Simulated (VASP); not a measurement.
A run of VASP 6.6.1:

The input INCAR:

```
SYSTEM = Al
  PREC = Accurate
  ENCUT = 520
  EDIFF = 1E-6
  ISMEAR = 0
  SIGMA = 0.15
  LREAL = .False.
  LASPH = .True.
  NELM = 80
  ALGO = Normal
  ISIF = 2
  LWAVE = .False.
  LCHARG = .False.
  NBANDS = 10
```

Contents of KPOINTS:

```
regular mesh
0
Gamma
  21 21 12
  0 0 0
```

POSCAR

```
Al
1.0
    2.8917208132      0.0000000000      0.0000000000
   -1.4458604066      2.5043036849      0.0000000000
    0.0000000000      0.0000000000      4.6036946748
Al
2
Direct
    0.6666666667      0.3333333333      0.7500000000
    0.3333333333      0.6666666667      0.2500000000
```

Potentials or basis: VASP PAW LDA potentials, release 64 (Al).

Run with:

```sh
$ cat potpaw_LDA.64/Al/POTCAR > POTCAR
$ mpirun -np 1 vasp_std > vasp.out
```

Hardware: 1 thread of Intel Xeon 8259CL (shared host).

**Question.** Estimate the wall time of this run.

**Answer.** It took 81 s on 1 thread of Intel Xeon 8259CL (shared host), peak memory 0.2 GiB. Counts: scf iterations 9, k points 336.
